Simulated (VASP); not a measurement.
# BP in VASP: further runs

The runs below take BP through single point, with LDA.

All numbers are computed with VASP 6.6.1; they aren't measurements. Logs are shortened: lines on timing, memory, paths and dates and some standing lists are left out, and cuts for length are marked.

## (1) The cell of the first run

Symmetry: I-4m2, No. 119, tetragonal system. The conventional cell has a = 3.207 Å, b = 3.207 Å, c = 4.469 Å, α = 90.00°, β = 90.00°, γ = 90.00°. Within 2.6 Å of B (site symmetry -4m2) lie 4 P at 1.95 Å. P (site symmetry -4m2) has 4 B at 1.95 Å within 2.6 Å.

## (2) Single point, LDA (film at in-plane strain +0.01)

File INCAR:

```
PREC = Accurate ; ENCUT = 520
EDIFF = 1E-7 ; ISMEAR = 0
SIGMA = 0.01 ; LREAL = False
LASPH = True ; NELM = 80
ALGO = Normal ; ISIF = 2
LWAVE = False ; LCHARG = False
NBANDS = 11
```

File KPOINTS:

```
regular mesh
0
Gamma
  8 8 8
```

File POSCAR:

```
BP
1.0
    2.2678361615      2.2678361615      0.0000000000
   -2.2678361615      2.2678361615      0.0000000000
    0.0000000000      2.2678361615      2.2346449287
B P
1 1
Direct
    0.0000000000      0.0000000000      0.0000000000
    0.7500000000      0.2500000000      0.5000000000
```

Potentials or basis: VASP PAW LDA potentials, release 64 (B, P).

Command:

```sh
cat potpaw_LDA.64/B/POTCAR potpaw_LDA.64/P/POTCAR > POTCAR
mpirun -np 1 vasp_std > vasp.out
```

OUTCAR:

```text
PREC = Accurate
   ENCUT = 520
   EDIFF = 1E-7
   ISMEAR = 0
   LREAL = False
   LASPH = True
   NELM = 80
   ISIF = 2

 ion  position               nearest neighbor table
   1  0.000  0.000  0.000-   2 1.95   2 1.95   2 1.95   2 1.95
   2  0.750  0.250  0.500-   1 1.95   1 1.95   1 1.95   1 1.95

  LATTYP: Found a body centered tetragonal cell.
 ALAT       =     3.2072046568
 C/A-ratio  =     1.3935156423

  Lattice vectors:

 A1 = (   2.2678361615,   0.0000000000,  -2.2346449287)
 A2 = (  -2.2678361615,   0.0000000000,  -2.2346449287)
 A3 = (   0.0000000000,   2.2678361615,   2.2346449287)

Analysis of symmetry for initial positions (statically):
=====================================================================
 Subroutine PRICEL returns:
 Original cell was already a primitive cell.

 Routine SETGRP: Setting up the symmetry group for a
 body centered tetragonal supercell.

 Subroutine GETGRP returns: Found  8 space group operations
 (whereof  8 operations were pure point group operations)
 out of a pool of 16 trial point group operations.

The static configuration has the point symmetry D_2d.

Analysis of symmetry for dynamics (positions and initial velocities):
=====================================================================
 Subroutine PRICEL returns:
 Original cell was already a primitive cell.

 Routine SETGRP: Setting up the symmetry group for a
 body centered tetragonal supercell.

 Subroutine GETGRP returns: Found  8 space group operations
 (whereof  8 operations were pure point group operations)
 out of a pool of 16 trial point group operations.

The dynamic configuration has the point symmetry D_2d.

 Subroutine INISYM returns: Found  8 space group operations
 (whereof  8 operations are pure point group operations),
 and found     1 'primitive' translations

----------------------------------------------------------------------------------------

                                     Primitive cell

  volume of cell :      22.9859

  direct lattice vectors                    reciprocal lattice vectors
     2.267836162  2.267836162  0.000000000     0.220474481  0.220474481 -0.223749193
    -2.267836162  2.267836162  0.000000000    -0.220474481  0.220474481 -0.223749193
     0.000000000  2.267836162  2.234644929     0.000000000  0.000000000  0.447498387

  length of vectors
     3.207204657  3.207204657  3.183821417     0.383772973  0.383772973  0.447498387

  position of ions in fractional coordinates (direct lattice)
     0.000000000  0.000000000  0.000000000
     0.750000000  0.250000000  0.500000000

  ion indices of the primitive-cell ions
   primitive index   ion index
                 1           1
                 2           2

----------------------------------------------------------------------------------------

 KPOINTS: regular mesh

Automatic generation of k-mesh.
 Grid dimensions read from file:
 generate k-points for:    8    8    8

 Generating k-lattice:

  Cartesian coordinates                     Fractional coordinates (reciprocal lattice)
     0.027559310  0.027559310 -0.027968649     0.125000000  0.000000000  0.000000000
    -0.027559310  0.027559310 -0.027968649     0.000000000  0.125000000  0.000000000
     0.000000000  0.000000000  0.055937298     0.000000000  0.000000000  0.125000000

  Length of vectors
     0.047971622  0.047971622  0.055937298

  Shift w.r.t. Gamma in fractional coordinates (k-lattice)
     0.000000000  0.000000000  0.000000000

 Subroutine IBZKPT returns following result:
 ===========================================

 Found     59 irreducible k-points:

 Following reciprocal coordinates:
            Coordinates               Weight
  0.000000  0.000000  0.000000      1.000000
  0.125000  0.000000  0.000000      8.000000
  0.250000  0.000000  0.000000      8.000000
  0.375000  0.000000  0.000000      8.000000
  0.500000  0.000000  0.000000      4.000000
  0.125000  0.125000  0.000000      8.000000
[... 16 lines left out ...]
  0.250000  0.000000  0.125000      4.000000
  0.375000  0.000000  0.125000      8.000000
 [... further k-points ...]
   k-points           NKPTS =     59   k-points in BZ     NKDIM =     59   number of bands    NBANDS=     11
   number of dos      NEDOS =    301   number of ions     NIONS =      2
   total plane-waves  NPLWV =  13824
   dimension x,y,z NGX =    24 NGY =   24 NGZ =   24
   dimension x,y,z NGXF=    48 NGYF=   48 NGZF=   48
   ions per type =               1   1
   NGX,Y,Z   is equivalent  to a cutoff of  12.44, 12.44, 12.53 a.u.
   NGXF,Y,Z  is equivalent  to a cutoff of  24.88, 24.88, 25.06 a.u.
 SYSTEM =  unknown system
   PREC   = accura    normal or accurate (medium, high low for compatibility)
   ISTART =      0    job   : 0-new  1-cont  2-samecut
   ICHARG =      2    charge: 1-file 2-atom 10-const
   ISPIN  =      1    spin polarized calculation?
   LNONCOLLINEAR =      F non collinear calculations
   LSORBIT =      F    spin-orbit coupling
   LASPH  =      T    aspherical Exc in radial PAW
   ENCUT  =  520.0 eV  38.22 Ry    6.18 a.u.   5.96  5.96  5.92*2*pi/ulx,y,z
   NELM   =     80;   NELMIN=  2; NELMDL= -5     # of ELM steps
   EDIFF  = 0.1E-06   stopping-criterion for ELM
   LREAL  =      F    real-space projection
   EDIFFG = 0.1E-05   stopping-criterion for IOM
   NSW    =      0    number of steps for IOM
   IBRION =     -1    ionic relax: 0-MD 1-quasi-New 2-CG
   NFREE  =      0    steps in history (QN), initial steepest desc. (CG)
   ISIF   =      2    stress and relaxation
   ISYM   =      2    0-nonsym 1-usesym 2-fastsym
   POTIM  = 0.5000    time-step for ionic-motion
   TEBEG  =    0.0;   TEEND  =   0.0 temperature during run
   PSTRESS=    0.0 pullay stress
   NELECT =       8.0000    total number of electrons
   NUPDOWN=      -1.0000    fix difference up-down
   EMIN   =  10.00;   EMAX   =-10.00  energy-range for DOS
   EFERMI =   0.00;   METHOD = LEGACY
   ISMEAR =     0;   SIGMA  =   0.01  broadening in eV -4-tet -1-fermi 0-gaus
   EFERMI_NEDOS =   21; number of points for ismear=-14 and -15
   IALGO  =     38    algorithm
   IMIX   =      4    mixing-type and parameters
     AMIX     =   0.40;   BMIX     =  1.00
     AMIX_MAG =   1.60;   BMIX_MAG =  1.00
  volume/ion in A,a.u.               =      11.49        77.56
  Fermi-wavevector in a.u.,A,eV,Ry     =   1.151554  2.176121 18.042359  1.326076
  Thomas-Fermi vector in A             =   2.288211
   LORBIT       =      0    0 simple, 1 ext, 2 COOP (PROOUT), +10 PAW based schemes
   GGA     = CA    functional components
   LHFCALC =     F    Hartree Fock is set to
   AEXX    =    0.0000 exact exchange contribution
   IVDW    =     0    specifies the selected vdW correction
   LEPSILON=     F    determine dielectric tensor
   LRPA    =     F    only Hartree local field effects (RPA)
 non-spin polarized calculation
 Gauss-broadening in eV      SIGMA  =   0.01
  energy-cutoff  :      520.00
  volume of cell :       22.99
 maximum number of plane-waves:       636
   NGX = 11   NGY = 11   NGZ = 11

 number of electron       8.0000001 magnetization

 Free energy of the ion-electron system (eV)
  ---------------------------------------------------
  ext. energy  EPLUGINS =         0.00000000
  ---------------------------------------------------
  free energy    TOTEN  =       -14.39173894 eV

  energy without entropy =      -14.39173894  energy(sigma->0) =      -14.39173894

 E-fermi :   7.7383     XC(G=0): -11.1552

 val. band max:        7.6975814726   @ k =   0.0000   0.0000   0.0000
 cond. band min:       8.6752267549   @ k =   0.0000   0.0000   0.3750
 fundamental gap:      0.9776452823
 Fermi energy:         7.7382913938

 k-point     1 :       0.0000    0.0000    0.0000
  band No.  band energies     occupation
      1      -7.9322      2.00000
      2       7.5552      2.00000
      3       7.5552      2.00000
      4       7.6976      2.00000
      5      10.9526      0.00000
      6      11.0349      0.00000
      7      11.0349      0.00000
      8      15.2176      0.00000
      9      18.9739      0.00000
     10      19.6346      0.00000
     11      20.0214      0.00000

 k-point     2 :       0.1250    0.0000    0.0000
  band No.  band energies     occupation
      1      -7.6477      2.00000
      2       5.7434      2.00000
      3       7.1150      2.00000
      4       7.2274      2.00000
      5      11.4962      0.00000
      6      11.6239      0.00000
      7      11.6413      0.00000
      8      15.9530      0.00000
      9      18.7223      0.00000
     10      19.0057      0.00000
     11      19.8167      0.00000

 k-point     3 :       0.2500    0.0000    0.0000
  band No.  band energies     occupation
      1      -6.8120      2.00000
      2       2.7324      2.00000
      3       6.4041      2.00000
      4       6.5503      2.00000
      5      11.6437      0.00000
      6      12.3473      0.00000
      7      12.4098      0.00000
      8      17.2388      0.00000
      9      18.5449      0.00000
     10      18.6318      0.00000
     11      20.5809      0.00000

 k-point     4 :       0.3750    0.0000    0.0000
  band No.  band energies     occupation
      1      -5.5273      2.00000
      2      -0.0248      2.00000
      3       5.9099      2.00000
      4       6.0868      2.00000
      5      11.5138      0.00000
      6      12.3428      0.00000
      7      12.4999      0.00000
      8      17.6495      0.00000
      9      20.2051      0.00000
     10      20.3181      0.00000
     11      21.3994      0.00000
[... 239 lines left out ...]
 k-point    22 :       0.0000    0.0000    0.1250
  band No.  band energies     occupation
      1      -7.5452      2.00000
      2       6.3538      2.00000
      3       6.3538      2.00000
      4       6.5521      2.00000
      5      10.2773      0.00000
      6      12.6348      0.00000
      7      12.6348      0.00000
      8      15.3297      0.00000
      9      18.3165      0.00000
     10      20.0545      0.00000
     11      20.2099      0.00000

 k-point    23 :       0.2500    0.0000    0.1250
  band No.  band energies     occupation
      1      -7.1855      2.00000
      2       4.5717      2.00000
      3       5.3469      2.00000
      4       7.0895      2.00000
      5      11.7794      0.00000
      6      12.0564      0.00000
      7      12.7640      0.00000
      8      16.0969      0.00000
      9      17.3404      0.00000
     10      19.8041      0.00000
     11      20.9927      0.00000

 k-point    24 :       0.3750    0.0000    0.1250
  band No.  band energies     occupation
      1      -6.1927      2.00000
      2       1.9379      2.00000
      3       4.5627      2.00000
      4       6.3632      2.00000
      5      12.0014      0.00000
      6      12.5611      0.00000
      7      13.3946      0.00000
      8      16.5396      0.00000
      9      17.4854      0.00000
     10      20.7871      0.00000
     11      22.4156      0.00000

 [... further k-points ...]
[... 5 lines left out ...]
  --------------------------------------------------------------------------------------
  -------------------------------------------------------------------------------------
  Total       -0.5749022     -0.5749022     -0.0144876      0.0000000      0.0000000      0.0000000
  in kB      -40.0721533    -40.0721533     -1.0098260      0.0000000      0.0000000      0.0000000
  external PRESSURE =     -27.0513775 kB  Pullay stress =       0.0000000 kB

 VOLUME and BASIS-vectors are now :
 -----------------------------------------------------------------------------
  energy-cutoff  :      520.00
  volume of cell :       22.99
      direct lattice vectors                 reciprocal lattice vectors
     2.267836162  2.267836162  0.000000000     0.220474481  0.220474481 -0.223749193
    -2.267836162  2.267836162  0.000000000    -0.220474481  0.220474481 -0.223749193
     0.000000000  2.267836162  2.234644929     0.000000000  0.000000000  0.447498387

 POSITION                                       TOTAL-FORCE (eV/Angst)
 -----------------------------------------------------------------------------------
      0.00000      0.00000      0.00000         0.000000      0.000000      0.000000
      1.13392      3.40175      1.11732        -0.000000     -0.000000      0.000000
 -----------------------------------------------------------------------------------
    total drift:                                0.000000      0.000000     -0.000000

  FREE ENERGIE OF THE ION-ELECTRON SYSTEM (eV)
  ---------------------------------------------------
  free  energy   TOTEN  =       -14.3917389388 eV

  energy  without entropy=      -14.3917389388  energy(sigma->0) =      -14.39173894
```

Wall time 8.3 s (1 thread of Intel Xeon 6975P-C, shared host); peak memory 0.13 GiB.

What came out:

```
Free energy            : -14.3917 eV
Pressure               : -2.7 GPa
Band gap on the k mesh : 0.98 eV, indirect (least direct gap 3.25 eV)
```

Stress tensor (GPa, compression positive):
```
-4.01  0.00  0.00
 0.00 -4.01  0.00
 0.00  0.00 -0.10
```

Caveat: the cell differs from its parent crystal (film at in-plane strain +0.01). A k mesh can miss the band edges.

## (3) Single point, LDA (in-plane strain +0.02, then relaxed in part)

File INCAR:

```
SYSTEM = BP
PREC = Accurate ; ENCUT = 520
EDIFF = 1E-6 ; ISMEAR = 0
SIGMA = 0.01 ; LREAL = .FALSE.
LASPH = .TRUE. ; NELM = 80
ALGO = Normal ; ISIF = 2
LWAVE = .FALSE. ; LCHARG = .FALSE.
GGA = CA ; NBANDS = 11
```

File KPOINTS:

```
Automatic mesh
0
G
  8 8 8
  0 0 0
```

File POSCAR:

```
BP
1.0
    2.2902899848      2.2902899848      0.0000000000
   -2.2902899848      2.2902899848      0.0000000000
    0.0000000000      2.2902899848      2.2239611114
B P
1 1
Direct
    0.0000000000      0.0000000000      0.0000000000
    0.7500000000      0.2500000000      0.5000000000
```

Potentials or basis: VASP PAW LDA potentials, release 64 (B, P).

Command:

```sh
cat potpaw_LDA.64/B/POTCAR potpaw_LDA.64/P/POTCAR > POTCAR
mpirun -np 1 vasp_std > vasp.out
```

It took 7.2 s on 1 thread of Intel Xeon 6975P-C, shared host; peak memory 0.13 GiB.

The run converged. Its results:

- Free energy: -14.3754 eV
- Pressure: -5.1 GPa
- Band gap on the k mesh: 0.78 eV, indirect (least direct gap 3.09 eV)

Stress tensor (GPa, compression positive):
```
-7.62  0.00  0.00
 0.00 -7.62  0.00
 0.00  0.00 -0.09
```

Levels at points of the mesh, in eV from the valence-band top:
| k point | band 2 | band 3 | band 4 | band 5 | band 6 | band 7 |
| --- | --- | --- | --- | --- | --- | --- |
| (0.00, 0.00, 0.00) | -0.28 | -0.28 | 0.00 | 3.09 | 3.26 | 3.26 |
| (0.50, 0.00, 0.00) | -9.20 | -2.12 | -1.75 | 3.50 | 4.35 | 4.75 |
| (0.50, 0.50, 0.00) | -8.77 | -4.22 | -4.16 | 1.23 | 1.50 | 11.51 |
| (0.00, 0.00, 0.50) | -8.50 | -4.50 | -4.50 | 0.90 | 1.09 | 11.81 |

Caveat: the cell differs from its parent crystal (in-plane strain +0.02, then relaxed in part). A k mesh can miss the band edges.

## (4) Single point, LDA (in-plane strain +0.02)

File INCAR:

```
SYSTEM = BP
PREC = Accurate ; ENCUT = 520
EDIFF = 1E-7 ; ISMEAR = 0
SIGMA = 0.01 ; LREAL = .FALSE.
LASPH = .TRUE. ; NELM = 100
ALGO = Normal ; ISIF = 2
LWAVE = .FALSE. ; LCHARG = .TRUE.
LELF = .TRUE. ; LVHAR = .TRUE.
NBANDS = 11
```

File KPOINTS:

```
regular mesh
0
G
  8 8 8
  0 0 0
```

POSCAR: that of step 3 with these lines changed.

```diff
@@ -4,3 +4,3 @@
    -2.2902899848      2.2902899848      0.0000000000
-    0.0000000000      2.2902899848      2.2239611114
+    0.0000000000      2.2902899848      2.2184377500
 B P
```

Command:

```sh
cat potpaw_LDA.64/B/POTCAR potpaw_LDA.64/P/POTCAR > POTCAR
mpirun -np 1 vasp_std > vasp.out
```

Wall time 8 s (1 thread of Intel Xeon 6975P-C, shared host); peak memory 0.13 GiB.

Results (log left out):

- Free energy: -14.3752 eV
- Pressure: -4.7 GPa
- Band gap on the k mesh: 0.74 eV, indirect (least direct gap 3.07 eV)

Stress tensor (GPa, compression positive):
```
-7.44  0.00  0.00
 0.00 -7.44  0.00
 0.00  0.00  0.72
```

Levels at points of the mesh, in eV from the valence-band top:
| k point | band 1 | band 2 | band 3 | band 4 | band 5 | band 6 | band 7 | band 8 |
| --- | --- | --- | --- | --- | --- | --- | --- | --- |
| (0.00, 0.00, 0.00) | -15.63 | -0.30 | -0.30 | 0.00 | 3.07 | 3.25 | 3.25 | 7.21 |
| (0.50, 0.00, 0.00) | -12.28 | -9.24 | -2.15 | -1.75 | 3.48 | 4.32 | 4.76 | 9.75 |
| (0.50, 0.50, 0.00) | -10.88 | -8.80 | -4.24 | -4.17 | 1.22 | 1.50 | 11.48 | 12.12 |
| (0.00, 0.00, 0.50) | -10.57 | -8.51 | -4.54 | -4.54 | 0.86 | 1.05 | 11.82 | 11.82 |

Caveat: the cell differs from its parent crystal (in-plane strain +0.02).

## (5) Single point, LDA

This run uses another cell than the first one, of 11.32 Å³/atom, 0.985 times its volume.

File INCAR:

```
  PREC = Accurate
  ENCUT = 520
  EDIFF = 1E-7
  ISMEAR = -1
  SIGMA = 0.1
  LREAL = False
  LASPH = True
  NELM = 60
  ALGO = Normal
  ISIF = 2
  LWAVE = False
  LCHARG = False
  GGA = CA
  NBANDS = 11
```

File KPOINTS:

```
regular mesh
0
Gamma
  12 12 12
```

File POSCAR:

```
BP
1.0
    2.2453823381      2.2453823381      0.0000000000
   -2.2453823381      2.2453823381      0.0000000000
    0.0000000000      2.2453823381      2.2453823381
B P
1 1
Direct
    0.0000000000      0.0000000000      0.0000000000
    0.7500000000      0.2500000000      0.5000000000
```

Command:

```sh
cat potpaw_LDA.64/B/POTCAR potpaw_LDA.64/P/POTCAR > POTCAR
mpirun -np 1 vasp_std > vasp.out
```

Run time: 9 s. Hardware: 1 thread of Intel Xeon 6975P-C, shared host; peak memory 0.13 GiB.

Results (log left out):

```yaml
Free_energy: -14.3997 eV
Pressure: -0.2 GPa
Band_gap_on_the_k_mesh: 1.15 eV, indirect (least direct gap 3.43 eV)
```

Levels at points of the mesh, in eV from the valence-band top:
```tsv
k point	band 2	band 3	band 4	band 5	band 6	band 7
(0.00, 0.00, 0.00)	0.00	0.00	0.00	3.43	3.43	3.43
(0.50, 0.00, 0.00)	-9.23	-1.79	-1.79	3.97	4.70	4.70
(0.50, 0.50, 0.00)	-8.65	-4.22	-4.22	1.24	1.53	12.29
```

## (6) Summary

| cell | k mesh | smearing | gap on the mesh (eV) | pressure (GPa) |
| --- | --- | --- | --- | --- |
| a = 3.207, b = 3.207, c = 3.184 Å, angles 59.8, 59.8, 90.0°, 2 atoms | 8 × 8 × 8 | gaussian 0.01 eV | 0.98 | -2.7 |
| a = 3.239, b = 3.239, c = 3.192 Å, angles 59.5, 59.5, 90.0°, 2 atoms | 8 × 8 × 8 | gaussian 0.01 eV | 0.78 | -5.1 |
| a = 3.239, b = 3.239, c = 3.189 Å, angles 59.5, 59.5, 90.0°, 2 atoms | 8 × 8 × 8 | gaussian 0.01 eV | 0.74 | -4.7 |
| a = 3.175 Å, angles 60.0, 60.0, 90.0°, 2 atoms | 12 × 12 × 12 | fermi-dirac 0.1 eV | 1.15 | -0.2 |

Alike in all rows: task single point; level LDA; potentials or basis VASP PAW LDA potentials, release 64 (B, P); no spin polarisation; cutoff (eV) 520.

Total energies depend on the potentials used, so only differences within one code and one set of settings carry meaning.
